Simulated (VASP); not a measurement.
# MgS (I4/mmm) in VASP: notebook

Runs on MgS. Level: r2SCAN. Tasks: single point.

Program: VASP 6.6.1. These are calculated values, not measurements. Logs are shortened: lines on timing, memory, paths and dates and some standing lists are left out, and cuts for length are marked.

**1. The cell of the first run**

Symmetry: I4/mmm, No. 139, tetragonal system. Conventional cell: a = 3.532 Å, b = 3.532 Å, c = 5.203 Å, α = 90.00°, β = 90.00°, γ = 90.00°. Mg (site symmetry 4/mmm) has 6 S at 2.50 to 2.60 Å within 3.3 Å. S (site symmetry 4/mmm) has 6 Mg at 2.50 to 2.60 Å within 3.3 Å.

**2. Single point, r2SCAN (strain -0.040 along x and y, +0.000 along z)**

Input file POSCAR:

```
MgS
1.0
    0.0000000000      2.4975840000      2.6016500000
    2.4975840000      0.0000000000      2.6016500000
    2.4975840000      2.4975840000      0.0000000000
Mg S
1 1
Direct
    0.0000000000      0.0000000000      0.0000000000
    0.5000000000      0.5000000000      0.5000000000
```

Input file INCAR.step1:

```
ALGO = Normal
EDIFF = 1E-4
ENCUT = 520
GGA = PE
ISMEAR = 0
LASPH = True
LCHARG = False
LREAL = False
LWAVE = True
NBANDS = 11
NELM = 80
PREC = Accurate
SIGMA = 0.05
```

Input file INCAR.step2:

```
ALGO = Normal
EDIFF = 1E-6
ENCUT = 520
ISIF = 2
ISMEAR = 0
ISTART = 1
LASPH = True
LCHARG = False
LMIXTAU = True
LREAL = False
LWAVE = False
METAGGA = R2SCAN
NBANDS = 11
NELM = 80
PREC = Accurate
SIGMA = 0.05
```

Input file KPOINTS:

```
k-points
0
Gamma
  8 8 8
```

Potentials or basis: VASP PAW PBE potentials, release 64 (Mg, S).

The run is started by

```sh
> cat potpaw_PBE.64/Mg/POTCAR potpaw_PBE.64/S/POTCAR > POTCAR
> cp INCAR.step1 INCAR
> mpirun -np 1 vasp_std > vasp.out
> cp INCAR.step2 INCAR
> mpirun -np 1 vasp_std > vasp.out
```

OUTCAR:

```text
EDIFF = 1E-6
   ENCUT = 520
   ISIF = 2
   ISMEAR = 0
   ISTART = 1
   LASPH = True
   LREAL = False
   METAGGA = R2SCAN
   NELM = 80
   PREC = Accurate

 ion  position               nearest neighbor table
   1  0.000  0.000  0.000-   2 2.50   2 2.50   2 2.50   2 2.50   2 2.60   2 2.60
   2  0.500  0.500  0.500-   1 2.50   1 2.50   1 2.50   1 2.50   1 2.60   1 2.60

  LATTYP: Found a body centered tetragonal cell.
 ALAT       =     3.5321171660
 C/A-ratio  =     1.4731391275

  Lattice vectors:

 A1 = (  -2.4975840000,   0.0000000000,   2.6016500000)
 A2 = (   2.4975840000,   0.0000000000,   2.6016500000)
 A3 = (   0.0000000000,   2.4975840000,  -2.6016500000)

Analysis of symmetry for initial positions (statically):
=====================================================================
 Subroutine PRICEL returns:
 Original cell was already a primitive cell.

 Routine SETGRP: Setting up the symmetry group for a
 body centered tetragonal supercell.

 Subroutine GETGRP returns: Found 16 space group operations
 (whereof 16 operations were pure point group operations)
 out of a pool of 16 trial point group operations.

The static configuration has the point symmetry D_4h.

Analysis of symmetry for dynamics (positions and initial velocities):
=====================================================================
 Subroutine PRICEL returns:
 Original cell was already a primitive cell.

 Routine SETGRP: Setting up the symmetry group for a
 body centered tetragonal supercell.

 Subroutine GETGRP returns: Found 16 space group operations
 (whereof 16 operations were pure point group operations)
 out of a pool of 16 trial point group operations.

The dynamic configuration has the point symmetry D_4h.

 Subroutine INISYM returns: Found 16 space group operations
 (whereof 16 operations are pure point group operations),
 and found     1 'primitive' translations

----------------------------------------------------------------------------------------

                                     Primitive cell

  volume of cell :      32.4578

  direct lattice vectors                    reciprocal lattice vectors
     0.000000000  2.497584000  2.601650000    -0.200193467  0.200193467  0.192185728
     2.497584000  0.000000000  2.601650000     0.200193467 -0.200193467  0.192185728
     2.497584000  2.497584000  0.000000000     0.200193467  0.200193467 -0.192185728

  length of vectors
     3.606453737  3.606453737  3.532117166     0.342184457  0.342184457  0.342184457

  position of ions in fractional coordinates (direct lattice)
     0.000000000  0.000000000  0.000000000
     0.500000000  0.500000000  0.500000000

  ion indices of the primitive-cell ions
   primitive index   ion index
                 1           1
                 2           2

----------------------------------------------------------------------------------------

 KPOINTS: k-points

Automatic generation of k-mesh.
 Grid dimensions read from file:
 generate k-points for:    8    8    8

 Generating k-lattice:

  Cartesian coordinates                     Fractional coordinates (reciprocal lattice)
    -0.025024183  0.025024183  0.024023216     0.125000000  0.000000000  0.000000000
     0.025024183 -0.025024183  0.024023216     0.000000000  0.125000000  0.000000000
     0.025024183  0.025024183 -0.024023216    -0.000000000 -0.000000000  0.125000000

  Length of vectors
     0.042773057  0.042773057  0.042773057

  Shift w.r.t. Gamma in fractional coordinates (k-lattice)
     0.000000000  0.000000000  0.000000000

 Subroutine IBZKPT returns following result:
 ===========================================

 Found     59 irreducible k-points:

 Following reciprocal coordinates:
            Coordinates               Weight
  0.000000  0.000000  0.000000      1.000000
  0.125000  0.000000  0.000000      8.000000
  0.250000  0.000000  0.000000      8.000000
  0.375000 -0.000000  0.000000      8.000000
  0.500000  0.000000  0.000000      4.000000
  0.125000  0.125000  0.000000      2.000000
[... 16 lines left out ...]
  0.250000 -0.000000  0.125000     16.000000
  0.375000  0.000000  0.125000     16.000000
 [... further k-points ...]
   k-points           NKPTS =     59   k-points in BZ     NKDIM =     59   number of bands    NBANDS=     11
   number of dos      NEDOS =    301   number of ions     NIONS =      2
   total plane-waves  NPLWV =  21952
   dimension x,y,z NGX =    28 NGY =   28 NGZ =   28
   dimension x,y,z NGXF=    56 NGYF=   56 NGZF=   56
   ions per type =               1   1
   NGX,Y,Z   is equivalent  to a cutoff of  12.91, 12.91, 13.18 a.u.
   NGXF,Y,Z  is equivalent  to a cutoff of  25.81, 25.81, 26.36 a.u.
 SYSTEM =  unknown system
   PREC   = accura    normal or accurate (medium, high low for compatibility)
   ISTART =      1    job   : 0-new  1-cont  2-samecut
   ICHARG =      0    charge: 1-file 2-atom 10-const
   ISPIN  =      1    spin polarized calculation?
   LNONCOLLINEAR =      F non collinear calculations
   LSORBIT =      F    spin-orbit coupling
   LASPH  =      T    aspherical Exc in radial PAW
   ENCUT  =  520.0 eV  38.22 Ry    6.18 a.u.   6.71  6.71  6.57*2*pi/ulx,y,z
   NELM   =     80;   NELMIN=  2; NELMDL=  0     # of ELM steps
   EDIFF  = 0.1E-05   stopping-criterion for ELM
   LREAL  =      F    real-space projection
   EDIFFG = 0.1E-04   stopping-criterion for IOM
   NSW    =      0    number of steps for IOM
   IBRION =     -1    ionic relax: 0-MD 1-quasi-New 2-CG
   NFREE  =      0    steps in history (QN), initial steepest desc. (CG)
   ISIF   =      2    stress and relaxation
   ISYM   =      2    0-nonsym 1-usesym 2-fastsym
   POTIM  = 0.5000    time-step for ionic-motion
   TEBEG  =    0.0;   TEEND  =   0.0 temperature during run
   PSTRESS=    0.0 pullay stress
   NELECT =       8.0000    total number of electrons
   NUPDOWN=      -1.0000    fix difference up-down
   EMIN   =  10.00;   EMAX   =-10.00  energy-range for DOS
   EFERMI =   0.00;   METHOD = LEGACY
   ISMEAR =     0;   SIGMA  =   0.05  broadening in eV -4-tet -1-fermi 0-gaus
   EFERMI_NEDOS =   21; number of points for ismear=-14 and -15
   IALGO  =     38    algorithm
   IMIX   =      4    mixing-type and parameters
     AMIX     =   0.40;   BMIX     =  1.00
     AMIX_MAG =   1.60;   BMIX_MAG =  1.00
  volume/ion in A,a.u.               =      16.23       109.52
  Fermi-wavevector in a.u.,A,eV,Ry     =   1.026436  1.939682 14.334697  1.053571
  Thomas-Fermi vector in A             =   2.160329
   LORBIT       =      0    0 simple, 1 ext, 2 COOP (PROOUT), +10 PAW based schemes
   METAGGA = R2SCAN    functional components
   LHFCALC =     F    Hartree Fock is set to
   AEXX    =    0.0000 exact exchange contribution
   IVDW    =     0    specifies the selected vdW correction
   LEPSILON=     F    determine dielectric tensor
   LRPA    =     F    only Hartree local field effects (RPA)
 non-spin polarized calculation
 Gauss-broadening in eV      SIGMA  =   0.05
  energy-cutoff  :      520.00
  volume of cell :       32.46
 maximum number of plane-waves:       901
   NGX = 13   NGY = 13   NGZ = 13

 number of electron       8.0000001 magnetization

 Free energy of the ion-electron system (eV)
  ---------------------------------------------------
  ext. energy  EPLUGINS =         0.00000000
  ---------------------------------------------------
  free energy    TOTEN  =       -15.43923556 eV

  energy without entropy =      -15.43923556  energy(sigma->0) =      -15.43923556

 E-fermi :   4.6563     XC(G=0): -10.4547

 val. band max:        4.3545450139   @ k =   0.0000   0.0000   0.0000
 cond. band min:       7.7855402144   @ k =   0.5000   0.0000   0.5000
 fundamental gap:      3.4309952005
 Fermi energy:         4.6563206171

 k-point     1 :       0.0000    0.0000    0.0000
  band No.  band energies     occupation
      1      -9.4406      2.00000
      2       4.1957      2.00000
      3       4.1957      2.00000
      4       4.3545      2.00000
      5       9.5815      0.00000
      6      12.4107      0.00000
      7      12.8768      0.00000
      8      12.8768      0.00000
      9      14.9744      0.00000
     10      15.5830      0.00000
     11      18.0295      0.00000

 k-point     2 :       0.1250    0.0000    0.0000
  band No.  band energies     occupation
      1      -9.2644      2.00000
      2       3.1646      2.00000
      3       4.0940      2.00000
      4       4.1594      2.00000
      5      10.2756      0.00000
      6      12.5145      0.00000
      7      12.8689      0.00000
      8      13.1944      0.00000
      9      14.5246      0.00000
     10      14.9826      0.00000
     11      18.5797      0.00000

 k-point     3 :       0.2500    0.0000    0.0000
  band No.  band energies     occupation
      1      -8.7840      2.00000
      2       1.2268      2.00000
      3       3.8340      2.00000
      4       3.8714      2.00000
      5      10.2204      0.00000
      6      12.5062      0.00000
      7      13.0227      0.00000
      8      13.9221      0.00000
      9      15.3555      0.00000
     10      15.4064      0.00000
     11      17.8538      0.00000
[... 267 lines left out ...]
 k-point    23 :       0.2500   -0.0000    0.1250
  band No.  band energies     occupation
      1      -8.8141      2.00000
      2       1.7425      2.00000
      3       3.4862      2.00000
      4       3.6494      2.00000
      5      10.8276      0.00000
      6      11.8713      0.00000
      7      12.7029      0.00000
      8      13.6833      0.00000
      9      15.0573      0.00000
     10      16.0993      0.00000
     11      19.2586      0.00000

 k-point    24 :       0.3750    0.0000    0.1250
  band No.  band energies     occupation
      1      -8.2455      2.00000
      2       0.1132      2.00000
      3       3.2220      2.00000
      4       3.2873      2.00000
      5      10.2995      0.00000
      6      11.8465      0.00000
      7      12.9768      0.00000
      8      13.6190      0.00000
      9      17.2123      0.00000
     10      18.1806      0.00000
     11      18.8291      0.00000

 [... further k-points ...]

------------------------ aborting loop because EDIFF is reached ----------------------------------------

  FORCE on cell =-STRESS in cart. coord.  units (eV):
  Direction    XX          YY          ZZ          XY          YZ          ZX
  --------------------------------------------------------------------------------------
  -------------------------------------------------------------------------------------
  Total        1.9420777      1.9420777      0.6669562      0.0000000     -0.0000000      0.0000000
  in kB       95.8645678     95.8645678     32.9221973      0.0000000     -0.0000000      0.0000000
  external PRESSURE =      74.8837776 kB  Pullay stress =       0.0000000 kB

 VOLUME and BASIS-vectors are now :
 -----------------------------------------------------------------------------
  energy-cutoff  :      520.00
  volume of cell :       32.46
      direct lattice vectors                 reciprocal lattice vectors
     0.000000000  2.497584000  2.601650000    -0.200193467  0.200193467  0.192185728
     2.497584000  0.000000000  2.601650000     0.200193467 -0.200193467  0.192185728
     2.497584000  2.497584000  0.000000000     0.200193467  0.200193467 -0.192185728

 POSITION                                       TOTAL-FORCE (eV/Angst)
 -----------------------------------------------------------------------------------
      0.00000      0.00000      0.00000        -0.000000     -0.000000      0.000000
      2.49758      2.49758      2.60165         0.000000      0.000000     -0.000000
 -----------------------------------------------------------------------------------
    total drift:                                0.000000      0.000000      0.000000

  FREE ENERGIE OF THE ION-ELECTRON SYSTEM (eV)
  ---------------------------------------------------
  free  energy   TOTEN  =       -15.4392355583 eV

  energy  without entropy=      -15.4392355583  energy(sigma->0) =      -15.43923556
```

Run time: 2.1 min. Hardware: 1 thread of AMD EPYC 7R43 (Zen 3), shared host; peak memory 0.13 GiB.

Results:

* Free energy: -15.4392 eV
* Pressure: 7.5 GPa
* Band gap on the k mesh: 3.43 eV, indirect (least direct gap 5.23 eV)

Stress tensor (GPa, compression positive):
```
9.59 0.00 0.00
0.00 9.59 0.00
0.00 0.00 3.29
```

Levels at points of the mesh, in eV from the valence-band top:
```tsv
k point	band 1	band 2	band 3	band 4	band 5	band 6	band 7	band 8	band 9
(0.00, 0.00, 0.00)	-13.80	-0.16	-0.16	0.00	5.23	8.06	8.52	8.52	10.62
(0.50, 0.00, 0.00)	-12.24	-5.45	-0.91	-0.76	5.20	7.30	7.74	12.07	13.66
(0.50, 0.50, 0.00)	-11.91	-4.87	-1.89	-1.89	3.70	4.65	13.57	13.63	15.54
(0.50, 0.00, 0.50)	-11.72	-4.81	-2.28	-1.91	3.43	4.51	13.63	14.04	14.62
```

Caveat: the cell differs from its parent crystal (strain -0.040 along x and y, +0.000 along z); the PAW data sets were made with another functional, which shifts forces and pressure a little. A k mesh can miss the band edges.

**3. Single point, r2SCAN (strain +0.000 along x and y, +0.040 along z)**

Input file POSCAR:

```
MgS
1.0
    0.0000000000      2.6016500000      2.7057160000
    2.6016500000      0.0000000000      2.7057160000
    2.6016500000      2.6016500000      0.0000000000
Mg S
1 1
Direct
    0.0000000000      0.0000000000      0.0000000000
    0.5000000000      0.5000000000      0.5000000000
```

Input file INCAR.step1:

```
SYSTEM = MgS
ALGO = Normal
EDIFF = 1E-4
ENCUT = 520
GGA = PE
ISMEAR = 0
LASPH = .True.
LCHARG = .False.
LREAL = .False.
LWAVE = .True.
NBANDS = 11
NELM = 60
PREC = Accurate
SIGMA = 0.05
```

Input file INCAR.step2:

```
SYSTEM = MgS
ALGO = Normal
EDIFF = 1E-7
ENCUT = 520
ISIF = 2
ISMEAR = 0
ISTART = 1
LASPH = .True.
LCHARG = .False.
LMIXTAU = .True.
LREAL = .False.
LWAVE = .False.
METAGGA = R2SCAN
NBANDS = 11
NELM = 60
PREC = Accurate
SIGMA = 0.05
```

Input file KPOINTS:

```
k-points
0
Gamma
  8 8 8
  0 0 0
```

Potentials or basis: VASP PAW PBE potentials, release 64 (Mg, S).

The run is started by

```sh
> cat potpaw_PBE.64/Mg/POTCAR potpaw_PBE.64/S/POTCAR > POTCAR
> cp INCAR.step1 INCAR
> mpirun -np 1 vasp_std > vasp.out
> cp INCAR.step2 INCAR
> mpirun -np 1 vasp_std > vasp.out
```

Wall time 4.2 min (1 thread of AMD EPYC 7R13, shared host); peak memory 0.15 GiB.

Results (log left out):

- Free energy: -15.4842 eV
- Pressure: -3.1 GPa
- Band gap on the k mesh: 3.19 eV, indirect (least direct gap 4.19 eV)

Stress tensor (GPa, compression positive):
```
-2.09  0.00  0.00
 0.00 -2.09  0.00
 0.00  0.00 -5.16
```

Levels at points of the mesh, in eV from the valence-band top:
```csv
k point,band 1,band 2,band 3,band 4,band 5,band 6,band 7,band 8
"(0.00, 0.00, 0.00)",-13.07,-0.16,-0.16,0.00,4.19,8.19,8.60,8.60
"(0.50, 0.00, 0.00)",-11.83,-4.77,-0.74,-0.62,5.03,7.19,7.56,10.69
"(0.50, 0.50, 0.00)",-11.58,-4.18,-1.63,-1.63,3.40,5.03,12.35,13.21
"(0.50, 0.00, 0.50)",-11.43,-4.16,-1.97,-1.63,3.19,4.90,12.76,13.26
```

Caveat: the cell differs from its parent crystal (strain +0.000 along x and y, +0.040 along z); the PAW data sets were made with another functional, which shifts forces and pressure a little.

**4. Single point, r2SCAN (strain +0.040 along x and y, +0.080 along z)**

Input file POSCAR:

```
MgS
1.0
    0.0000000000      2.7057160000      2.8097820000
    2.7057160000      0.0000000000      2.8097820000
    2.7057160000      2.7057160000      0.0000000000
Mg S
1 1
Direct
    0.0000000000      0.0000000000      0.0000000000
    0.5000000000      0.5000000000      0.5000000000
```

Input file INCAR.step1:

```
  PREC = Accurate
  ENCUT = 520
  ISMEAR = 0
  SIGMA = 0.05
  LREAL = F
  LASPH = T
  NELM = 60
  NBANDS = 11
  GGA = PE
  ALGO = Normal
  EDIFF = 1E-4
  LWAVE = T
  LCHARG = F
```

Input file INCAR.step2:

```
  PREC = Accurate
  ENCUT = 520
  EDIFF = 1E-7
  ISMEAR = 0
  SIGMA = 0.05
  LREAL = F
  LASPH = T
  NELM = 60
  ALGO = Normal
  ISIF = 2
  LWAVE = F
  LCHARG = F
  METAGGA = R2SCAN
  LMIXTAU = T
  NBANDS = 11
  ISTART = 1
```

Input file KPOINTS:

```
regular mesh
0
Gamma
  8 8 8
```

The run is started by

```sh
> cat potpaw_PBE.64/Mg/POTCAR potpaw_PBE.64/S/POTCAR > POTCAR
> cp INCAR.step1 INCAR
> mpirun -np 1 vasp_std > vasp.out
> cp INCAR.step2 INCAR
> mpirun -np 1 vasp_std > vasp.out
```

Wall time 3.6 min (1 thread of AMD EPYC 7R13, shared host); peak memory 0.15 GiB.

Results (log left out):

```
Free energy            : -15.3020 eV
Pressure               : -9.3 GPa
Band gap on the k mesh : 2.94 eV, indirect (least direct gap 3.33 eV)
```

Stress tensor (GPa, compression positive):
```
 -8.89   0.00   0.00
  0.00  -8.89   0.00
  0.00   0.00 -10.00
```

Levels at points of the mesh, in eV from the valence-band top:
```
           k point  band 1  band 2  band 3  band 4  band 5  band 6  band 7  band 8  band 9
(0.00, 0.00, 0.00)  -12.48   -0.15   -0.15    0.00    3.33    8.25    8.61    8.61   10.37
(0.50, 0.00, 0.00)  -11.50   -4.20   -0.60   -0.52    4.84    7.04    7.36    9.41   12.24
(0.50, 0.50, 0.00)  -11.30   -3.61   -1.41   -1.41    3.10    5.30   11.21   12.85   13.00
(0.50, 0.00, 0.50)  -11.19   -3.61   -1.70   -1.39    2.94    5.19   11.62   12.29   12.90
```

Caveat: the cell differs from its parent crystal (strain +0.040 along x and y, +0.080 along z); the PAW data sets were made with another functional, which shifts forces and pressure a little. A k mesh can miss the band edges.

**5. Overview**

```csv
cell,gap on the mesh (eV),pressure (GPa)
"a = 3.606, b = 3.606, c = 3.532 Å, angles 60.7, 60.7, 58.6°, 2 atoms",3.43,7.5
"a = 3.754, b = 3.754, c = 3.679 Å, angles 60.7, 60.7, 58.7°, 2 atoms",3.19,-3.1
"a = 3.901, b = 3.901, c = 3.826 Å, angles 60.6, 60.6, 58.7°, 2 atoms",2.94,-9.3
```

Alike in all rows: task single point; level r2SCAN; potentials or basis VASP PAW PBE potentials, release 64 (Mg, S); no spin polarisation; k mesh 8 × 8 × 8; cutoff (eV) 520; smearing gaussian 0.05 eV.

Caveats: the PAW data sets were made with another functional, which shifts forces and pressure a little.

Total energies depend on the potentials used, so only differences within one code and one set of settings carry meaning.
